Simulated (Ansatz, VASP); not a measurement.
**Two plane-wave programs on BaTiO3**

File INCAR:

```
SYSTEM = BaTiO3
  PREC = Accurate
  ENCUT = 520
  EDIFF = 1E-6
  ISMEAR = 0
  SIGMA = 0.05
  LREAL = .FALSE.
  LASPH = .TRUE.
  NELM = 100
  ALGO = Normal
  ISIF = 2
  LWAVE = .FALSE.
  LCHARG = .FALSE.
  GGA = PE
  NBANDS = 28
```

The input KPOINTS:

```
Automatic mesh
0
G
  6 6 6
  0 0 0
```

Contents of POSCAR:

```
BaTiO3
1.0
    2.8630706910      1.6529946342      2.3563003940
   -2.8630706910      1.6529946342      2.3563003940
    0.0000000000     -3.3059892684      2.3563003940
Ba Ti O
1 1 3
Direct
   -0.0799243008     -0.0799243008     -0.0799243008
    0.5191875227      0.5191875227      0.5191875227
    0.4883938465      0.4883938465      0.9777702638
    0.4883938465      0.9777702638      0.4883938465
    0.9777702638      0.4883938465      0.4883938465
```

Input for Ansatz:

```yaml
crystal:
  lattice:
    - [2.863070691, 1.6529946342, 2.356300394]
    - [-2.863070691, 1.6529946342, 2.356300394]
    - [0.0, -3.3059892684, 2.356300394]
  atoms:
    - { symbol: Ba, position: [-0.0799243008, -0.0799243008, -0.0799243008] }
    - { symbol: Ti, position: [0.5191875227, 0.5191875227, 0.5191875227] }
    - { symbol: O, position: [0.4883938465, 0.4883938465, 0.9777702638] }
    - { symbol: O, position: [0.4883938465, 0.9777702638, 0.4883938465] }
    - { symbol: O, position: [0.9777702638, 0.4883938465, 0.4883938465] }
basis:
  ecutwfc: 420
kpoints:
  mp_grid: { grid: [6, 6, 6] }
hamiltonian:
  xc: pbe
scf:
  occupations: { method: gaussian, width: 0.05 }
output:
  forces: true
  stress: true
  eigenvalues: true
```

Alike in both runs: task single point; functional PBE; k mesh 6 × 6 × 6; occupations gaussian, width 0.05 eV; no spin polarisation.

```csv
,VASP,Ansatz
version,VASP 6.6.1,Ansatz 0.2.0
potentials or method,"VASP PAW PBE potentials, release 64 (Ba_sv, Ti_sv, O), cutoff 520 eV","scalar-relativistic, plane waves, PAW"
valence electrons in the cell,40,40
```

Ansatz gave:

| Quantity | Value |
| --- | --- |
| gap on the k mesh at the Fermi level (eV) | 2.38 |
| least direct gap on the mesh (eV) | 2.77 |
| pressure (GPa) | 8.0 |
| traceless stress, the component that is largest in VASP (GPa) | 11.13 |
| rms of the force components (eV/Å) | 1.444 |

**Question.** What did VASP give for the same quantities?

**Answer.** gap on the k mesh at the Fermi level (eV): 2.37; least direct gap on the mesh (eV): 2.79; pressure (GPa): 10.1; traceless stress, the component that is largest in VASP (GPa): 11.78; rms of the force components (eV/Å): 1.575.

Atom by atom the forces differ by 0.151 eV/Å (rms over components).

Neither program's run includes spin-orbit coupling.
